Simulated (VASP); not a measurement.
Ru, 2 atoms in the cell. It takes space group I4_1/amd (No. 141, tetragonal). The conventional cell has a = 4.581 Å, b = 4.581 Å, c = 2.568 Å, α = 90.00°, β = 90.00°, γ = 90.00°. Within 3.1 Å of Ru (site symmetry -4m2) lie 10 Ru at 2.38 to 2.99 Å. 

```yaml
Program: VASP 6.6.1
Task: single point
Functional: PBE
Potentials_or_basis: VASP PAW PBE potentials, release 64 (Ru_pv)
Cutoff: 500 eV
k_mesh: 18 × 18 × 18
Occupations: fermi-dirac, width 0.1 eV
Spin: no spin polarisation
Dipole_correction: no
Further_INCAR_settings: ALGO = Normal; EDIFF = 1e-06; NBANDS = 21
```

Potentials or basis: VASP PAW PBE potentials, release 64 (Ru_pv).

Command:

```sh
$ cat potpaw_PBE.64/Ru_pv/POTCAR > POTCAR
$ mpirun -np 1 vasp_std > vasp.out
```

Hardware: 1 thread of AMD EPYC 9R45 (Zen 5), with other jobs on the host.

Q: Estimate the wall time of this run.

A: Run time: 2.5 min on 1 thread of AMD EPYC 9R45 (Zen 5) (shared host), peak memory 0.28 GiB. Counts: scf iterations 12, k points 480.
